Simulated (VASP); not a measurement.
Al2Rh, 6 atoms in the cell. Symmetry: P6_3/mmc, No. 194, hexagonal system. The conventional cell has a = 4.476 Å, b = 4.476 Å, c = 5.619 Å, α = 90.00°, β = 90.00°, γ = 120.00°. Al (site symmetry -6m2) has 5 Rh at 2.58 to 2.81 Å and 6 Al at 2.94 Å within 3.4 Å. Al (site symmetry -3m) has 8 Al at 2.81 to 2.94 Å and 6 Rh at 2.94 Å within 3.7 Å. Within 3.4 Å of Rh (site symmetry -6m2) lie 11 Al at 2.58 to 2.94 Å. 

- Program: VASP 6.6.1
- Task: relaxation of cell and atoms
- Functional: PBE
- Potentials or basis: VASP PAW PBE potentials, release 64 (Al, Rh_pv)
- Cutoff: 600 eV
- k mesh: 6 × 6 × 4
- Occupations: gaussian, width 0.1 eV
- Spin: no spin polarisation
- Dipole correction: no
- Further INCAR settings: ALGO = Fast; EDIFF = 1e-07; IBRION = 2; EDIFFG = -0.04; NSW = 90; ISIF = 3

Potentials or basis: VASP PAW PBE potentials, release 64 (Al, Rh_pv).

The run is started by

```sh
$ cat potpaw_PBE.64/Al/POTCAR potpaw_PBE.64/Rh_pv/POTCAR > POTCAR
$ mpirun -np 1 vasp_std > vasp.out
```

Hardware: 1 thread of Intel(R) Xeon(R) 6975P-C (Granite Rapids), on a shared host.

Problem. How long does it take, and how much memory?

Solution. Run time: 2.4 min on 1 thread of Intel(R) Xeon(R) 6975P-C (Granite Rapids), with other jobs on the host, peak memory 0.28 GiB. Counts: scf iterations 87, k points 21, ion steps 6.
